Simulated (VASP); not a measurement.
# BaTiO3 (Pm-3m) in VASP: notebook

Runs on BaTiO3. Level: LDA. Tasks: single point.

All numbers are computed with VASP 6.6.1; they aren't measurements. Logs are shortened: lines on timing, memory, paths and dates and some standing lists are left out, and cuts for length are marked.

### Step 1. The cell of the first run

Symmetry: Pm-3m, No. 221, cubic system. Conventional cell: a = 4.110 Å, b = 4.110 Å, c = 4.110 Å, α = 90.00°, β = 90.00°, γ = 90.00°. Within 3.8 Å of Ba (site symmetry m-3m) lie 12 O at 2.91 Å and 8 Ti at 3.56 Å. Ti (site symmetry m-3m) has 6 O at 2.06 Å within 2.7 Å. O (site symmetry 4/mmm) has 2 Ti at 2.06 Å within 2.7 Å.

### Step 2. Single point, LDA

The input, INCAR:

```
ALGO = Normal ; EDIFF = 1E-6
ENCUT = 1340 ; GGA = CA
GGA_COMPAT = F ; ISIF = 2
ISMEAR = 0 ; LASPH = T
LCHARG = F ; LREAL = F
LWAVE = F ; NBANDS = 28
NELM = 120 ; PREC = Accurate
SIGMA = 0.01
```

The input, KPOINTS:

```
k-points
0
Gamma
  6 6 6
```

The input, POSCAR:

```
BaTiO3
1.0
    4.1100981854      0.0000000000      0.0000000000
    0.0000000000      4.1100981854      0.0000000000
    0.0000000000      0.0000000000      4.1100981854
Ba Ti O
1 1 3
Direct
    0.5000000000      0.5000000000      0.5000000000
    0.0000000000      0.0000000000      0.0000000000
    0.5000000000      0.0000000000      0.0000000000
    0.0000000000      0.5000000000      0.0000000000
    0.0000000000      0.0000000000      0.5000000000
```

Potentials or basis: VASP PAW LDA potentials, release 64 (Ba_sv, Ti_sv, O_h).

Launch:

```console
$ cat potpaw_LDA.64/Ba_sv/POTCAR potpaw_LDA.64/Ti_sv/POTCAR potpaw_LDA.64/O_h/POTCAR > POTCAR
$ mpirun -np 1 vasp_std > vasp.out
```

OUTCAR:

```text
EDIFF = 1E-6
   ENCUT = 1340
   GGA = CA
   ISIF = 2
   ISMEAR = 0
   LASPH = T
   LREAL = F
   NELM = 120
   PREC = Accurate

 ion  position               nearest neighbor table
   1  0.500  0.500  0.500-   3 2.91   4 2.91   5 2.91   3 2.91   4 2.91   3 2.91   5 2.91   3 2.91
                             4 2.91   5 2.91   4 2.91   5 2.91   2 3.56   2 3.56   2 3.56   2 3.56
   2  0.000  0.000  0.000-   3 2.06   4 2.06   5 2.06   5 2.06   4 2.06   3 2.06   1 3.56   1 3.56
                             1 3.56   1 3.56   1 3.56   1 3.56   1 3.56   1 3.56
   3  0.500  0.000  0.000-   2 2.06   2 2.06   1 2.91   1 2.91   1 2.91   1 2.91
   4  0.000  0.500  0.000-   2 2.06   2 2.06   1 2.91   1 2.91   1 2.91   1 2.91
   5  0.000  0.000  0.500-   2 2.06   2 2.06   1 2.91   1 2.91   1 2.91   1 2.91

  LATTYP: Found a simple cubic cell.
 ALAT       =     4.1100981854

  Lattice vectors:

 A1 = (   4.1100981854,   0.0000000000,   0.0000000000)
 A2 = (   0.0000000000,   4.1100981854,   0.0000000000)
 A3 = (   0.0000000000,   0.0000000000,   4.1100981854)

Analysis of symmetry for initial positions (statically):
=====================================================================
 Subroutine PRICEL returns:
 Original cell was already a primitive cell.

 Routine SETGRP: Setting up the symmetry group for a
 simple cubic supercell.

 Subroutine GETGRP returns: Found 48 space group operations
 (whereof 48 operations were pure point group operations)
 out of a pool of 48 trial point group operations.

The static configuration has the point symmetry O_h .

Analysis of symmetry for dynamics (positions and initial velocities):
=====================================================================
 Subroutine PRICEL returns:
 Original cell was already a primitive cell.

 Routine SETGRP: Setting up the symmetry group for a
 simple cubic supercell.

 Subroutine GETGRP returns: Found 48 space group operations
 (whereof 48 operations were pure point group operations)
 out of a pool of 48 trial point group operations.

The dynamic configuration has the point symmetry O_h .

 Subroutine INISYM returns: Found 48 space group operations
 (whereof 48 operations are pure point group operations),
 and found     1 'primitive' translations

----------------------------------------------------------------------------------------

                                     Primitive cell

  volume of cell :      69.4315

  direct lattice vectors                    reciprocal lattice vectors
     4.110098185  0.000000000  0.000000000     0.243303190  0.000000000  0.000000000
     0.000000000  4.110098185  0.000000000     0.000000000  0.243303190  0.000000000
     0.000000000  0.000000000  4.110098185     0.000000000  0.000000000  0.243303190

  length of vectors
     4.110098185  4.110098185  4.110098185     0.243303190  0.243303190  0.243303190

  position of ions in fractional coordinates (direct lattice)
     0.500000000  0.500000000  0.500000000
     0.000000000  0.000000000  0.000000000
     0.500000000  0.000000000  0.000000000
     0.000000000  0.500000000  0.000000000
     0.000000000  0.000000000  0.500000000

  ion indices of the primitive-cell ions
   primitive index   ion index
                 1           1
                 2           2
                 3           3
                 4           4
                 5           5

----------------------------------------------------------------------------------------

 KPOINTS: k-points

Automatic generation of k-mesh.
 Grid dimensions read from file:
 generate k-points for:    6    6    6

 Generating k-lattice:

  Cartesian coordinates                     Fractional coordinates (reciprocal lattice)
     0.040550532  0.000000000  0.000000000     0.166666667  0.000000000  0.000000000
     0.000000000  0.040550532  0.000000000     0.000000000  0.166666667  0.000000000
     0.000000000  0.000000000  0.040550532     0.000000000  0.000000000  0.166666667

  Length of vectors
     0.040550532  0.040550532  0.040550532

  Shift w.r.t. Gamma in fractional coordinates (k-lattice)
     0.000000000  0.000000000  0.000000000

 Subroutine IBZKPT returns following result:
 ===========================================

 Found     20 irreducible k-points:

 Following reciprocal coordinates:
            Coordinates               Weight
  0.000000  0.000000  0.000000      1.000000
  0.166667  0.000000  0.000000      6.000000
  0.333333  0.000000  0.000000      6.000000
  0.500000  0.000000  0.000000      3.000000
  0.166667  0.166667  0.000000     12.000000
  0.333333  0.166667  0.000000     24.000000
[... 12 lines left out ...]
  0.500000  0.500000  0.333333      6.000000
  0.500000  0.500000  0.500000      1.000000
   k-points           NKPTS =     20   k-points in BZ     NKDIM =     20   number of bands    NBANDS=     28
   number of dos      NEDOS =    301   number of ions     NIONS =      5
   total plane-waves  NPLWV = 125000
   dimension x,y,z NGX =    50 NGY =   50 NGZ =   50
   dimension x,y,z NGXF=   100 NGYF=  100 NGZF=  100
   ions per type =               1   1   3
   NGX,Y,Z   is equivalent  to a cutoff of  20.22, 20.22, 20.22 a.u.
   NGXF,Y,Z  is equivalent  to a cutoff of  40.45, 40.45, 40.45 a.u.
 SYSTEM =  unknown system
   PREC   = accura    normal or accurate (medium, high low for compatibility)
   ISTART =      0    job   : 0-new  1-cont  2-samecut
   ICHARG =      2    charge: 1-file 2-atom 10-const
   ISPIN  =      1    spin polarized calculation?
   LNONCOLLINEAR =      F non collinear calculations
   LSORBIT =      F    spin-orbit coupling
   LASPH  =      T    aspherical Exc in radial PAW
   ENCUT  = 1340.0 eV  98.49 Ry    9.92 a.u.  12.27 12.27 12.27*2*pi/ulx,y,z
   NELM   =    120;   NELMIN=  2; NELMDL= -5     # of ELM steps
   EDIFF  = 0.1E-05   stopping-criterion for ELM
   LREAL  =      F    real-space projection
   EDIFFG = 0.1E-04   stopping-criterion for IOM
   NSW    =      0    number of steps for IOM
   IBRION =     -1    ionic relax: 0-MD 1-quasi-New 2-CG
   NFREE  =      0    steps in history (QN), initial steepest desc. (CG)
   ISIF   =      2    stress and relaxation
   ISYM   =      2    0-nonsym 1-usesym 2-fastsym
   POTIM  = 0.5000    time-step for ionic-motion
   TEBEG  =    0.0;   TEEND  =   0.0 temperature during run
   PSTRESS=    0.0 pullay stress
   NELECT =      40.0000    total number of electrons
   NUPDOWN=      -1.0000    fix difference up-down
   EMIN   =  10.00;   EMAX   =-10.00  energy-range for DOS
   EFERMI =   0.00;   METHOD = LEGACY
   ISMEAR =     0;   SIGMA  =   0.01  broadening in eV -4-tet -1-fermi 0-gaus
   EFERMI_NEDOS =   21; number of points for ismear=-14 and -15
   IALGO  =     38    algorithm
   IMIX   =      4    mixing-type and parameters
     AMIX     =   0.40;   BMIX     =  1.00
     AMIX_MAG =   1.60;   BMIX_MAG =  1.00
  volume/ion in A,a.u.               =      13.89        93.71
  Fermi-wavevector in a.u.,A,eV,Ry     =   1.362206  2.574195 25.247023  1.855604
  Thomas-Fermi vector in A             =   2.488715
   LORBIT       =      0    0 simple, 1 ext, 2 COOP (PROOUT), +10 PAW based schemes
   GGA     = CA    functional components
   LHFCALC =     F    Hartree Fock is set to
   AEXX    =    0.0000 exact exchange contribution
   IVDW    =     0    specifies the selected vdW correction
   LEPSILON=     F    determine dielectric tensor
   LRPA    =     F    only Hartree local field effects (RPA)
 non-spin polarized calculation
 Gauss-broadening in eV      SIGMA  =   0.01
  energy-cutoff  :     1340.00
  volume of cell :       69.43
 maximum number of plane-waves:      7809
 NGX is ok and might be reduce to    50
   NGX = 25   NGY = 25   NGZ = 25

 number of electron      39.9999999 magnetization

 Free energy of the ion-electron system (eV)
  ---------------------------------------------------
  ext. energy  EPLUGINS =         0.00000000
  ---------------------------------------------------
  free energy    TOTEN  =       -43.71594727 eV

  energy without entropy =      -43.71594727  energy(sigma->0) =      -43.71594727

 E-fermi :   3.3730     XC(G=0): -11.3394

 val. band max:        3.2515093364   @ k =   0.5000   0.5000   0.5000
 cond. band min:       4.7626866367   @ k =   0.0000   0.0000   0.0000
 fundamental gap:      1.5111773003
 Fermi energy:         3.3729692963

 k-point     1 :       0.0000    0.0000    0.0000
  band No.  band energies     occupation
      1     -52.9496      2.00000
      2     -29.5228      2.00000
      3     -29.5228      2.00000
      4     -29.5228      2.00000
      5     -21.5949      2.00000
      6     -13.1316      2.00000
[... 20 lines left out ...]
     27       8.0592      0.00000
     28       9.6190      0.00000

 k-point     2 :       0.1667    0.0000    0.0000
  band No.  band energies     occupation
      1     -52.9495      2.00000
      2     -29.5317      2.00000
      3     -29.5224      2.00000
      4     -29.5224      2.00000
      5     -21.5752      2.00000
      6     -13.1348      2.00000
[... 20 lines left out ...]
     27       8.5467      0.00000
     28      10.2553      0.00000

 k-point     3 :       0.3333    0.0000    0.0000
  band No.  band energies     occupation
      1     -52.9491      2.00000
      2     -29.5495      2.00000
      3     -29.5217      2.00000
      4     -29.5217      2.00000
      5     -21.5353      2.00000
      6     -13.2041      2.00000
[... 20 lines left out ...]
     27       9.6513      0.00000
     28      11.1426      0.00000

 k-point     4 :       0.5000    0.0000    0.0000
  band No.  band energies     occupation
      1     -52.9490      2.00000
      2     -29.5584      2.00000
      3     -29.5214      2.00000
      4     -29.5214      2.00000
      5     -21.5151      2.00000
      6     -13.2595      2.00000
[... 20 lines left out ...]
     27      10.3027      0.00000
     28      11.0736      0.00000

 k-point     5 :       0.1667    0.1667    0.0000
  band No.  band energies     occupation
      1     -52.9493      2.00000
      2     -29.5315      2.00000
      3     -29.5311      2.00000
      4     -29.5221      2.00000
      5     -21.5570      2.00000
      6     -13.1077      2.00000
[... 20 lines left out ...]
     27       9.0273      0.00000
     28      10.5884      0.00000

 k-point     6 :       0.3333    0.1667    0.0000
  band No.  band energies     occupation
      1     -52.9490      2.00000
      2     -29.5490      2.00000
      3     -29.5305      2.00000
      4     -29.5214      2.00000
      5     -21.5201      2.00000
      6     -13.1171      2.00000
[... 339 lines left out ...]
      5     -21.4497      2.00000
      6     -12.6518      2.00000
[... 20 lines left out ...]
     27      10.5985      0.00000
     28      10.5985      0.00000

 k-point    18 :       0.5000    0.3333    0.3333
  band No.  band energies     occupation
      1     -52.9480      2.00000
      2     -29.5554      2.00000
      3     -29.5464      2.00000
      4     -29.5463      2.00000
      5     -21.4363      2.00000
      6     -12.5506      2.00000
[... 20 lines left out ...]
     27      10.4454      0.00000
     28      10.4535      0.00000

 k-point    19 :       0.5000    0.5000    0.3333
  band No.  band energies     occupation
      1     -52.9478      2.00000
      2     -29.5550      2.00000
      3     -29.5550      2.00000
      4     -29.5460      2.00000
      5     -21.4236      2.00000
      6     -12.3924      2.00000
[... 20 lines left out ...]
     27      10.1569      0.00000
     28      10.1569      0.00000

 k-point    20 :       0.5000    0.5000    0.5000
  band No.  band energies     occupation
      1     -52.9477      2.00000
      2     -29.5546      2.00000
      3     -29.5546      2.00000
      4     -29.5546      2.00000
      5     -21.4114      2.00000
      6     -12.2731      2.00000
[... 20 lines left out ...]
     27      10.1336      0.00000
     28      10.1336      0.00000

------------------------ aborting loop because EDIFF is reached ----------------------------------------

  FORCE on cell =-STRESS in cart. coord.  units (eV):
  Direction    XX          YY          ZZ          XY          YZ          ZX
  --------------------------------------------------------------------------------------
  -------------------------------------------------------------------------------------
  Total       -7.6646537     -7.6646537     -7.6646537      0.0000000     -0.0000000      0.0000000
  in kB     -176.8668859   -176.8668859   -176.8668859      0.0000000     -0.0000000      0.0000000
  external PRESSURE =    -176.8668859 kB  Pullay stress =       0.0000000 kB

 VOLUME and BASIS-vectors are now :
 -----------------------------------------------------------------------------
  energy-cutoff  :     1340.00
  volume of cell :       69.43
      direct lattice vectors                 reciprocal lattice vectors
     4.110098185  0.000000000  0.000000000     0.243303190  0.000000000  0.000000000
     0.000000000  4.110098185  0.000000000     0.000000000  0.243303190  0.000000000
     0.000000000  0.000000000  4.110098185     0.000000000  0.000000000  0.243303190

 POSITION                                       TOTAL-FORCE (eV/Angst)
 -----------------------------------------------------------------------------------
      2.05505      2.05505      2.05505         0.000000      0.000000      0.000000
      0.00000      0.00000      0.00000         0.000000      0.000000      0.000000
      2.05505      0.00000      0.00000         0.000000      0.000000      0.000000
      0.00000      2.05505      0.00000         0.000000      0.000000      0.000000
      0.00000      0.00000      2.05505         0.000000      0.000000      0.000000
 -----------------------------------------------------------------------------------
    total drift:                                0.000000      0.000000     -0.000000

  FREE ENERGIE OF THE ION-ELECTRON SYSTEM (eV)
  ---------------------------------------------------
  free  energy   TOTEN  =       -43.7159472705 eV

  energy  without entropy=      -43.7159472705  energy(sigma->0) =      -43.71594727
```

Run time: 2.3 min. Hardware: 1 thread of Intel Xeon Platinum 8559C (Emerald Rapids), shared host; peak memory 0.39 GiB.

Results:

```
Free energy            : -43.7159 eV
Pressure               : -17.7 GPa
Band gap on the k mesh : 1.51 eV (least direct gap 1.72 eV)
```

Levels at points of the mesh, in eV from the valence-band top:
| k point | band 16 | band 17 | band 18 | band 19 | band 20 | band 21 | band 22 | band 23 | band 24 | band 25 |
| --- | --- | --- | --- | --- | --- | --- | --- | --- | --- | --- |
| (0.00, 0.00, 0.00) | -0.99 | -0.99 | -0.20 | -0.20 | -0.20 | 1.51 | 1.51 | 1.51 | 3.43 | 3.43 |
| (0.50, 0.00, 0.00) | -1.76 | -1.76 | -1.75 | -0.71 | -0.71 | 1.64 | 3.08 | 3.08 | 3.43 | 5.23 |
| (0.50, 0.50, 0.00) | -2.48 | -1.75 | -0.90 | -0.90 | -0.08 | 3.08 | 3.08 | 3.46 | 4.17 | 6.88 |
| (0.50, 0.50, 0.50) | -2.42 | -2.42 | 0.00 | 0.00 | 0.00 | 3.67 | 3.67 | 3.67 | 6.31 | 6.31 |

Caveat: the cell stands under tension; spin-orbit coupling is left out, which moves the levels of the heavy elements. A k mesh can miss the band edges.

[end of part 1 of 2]
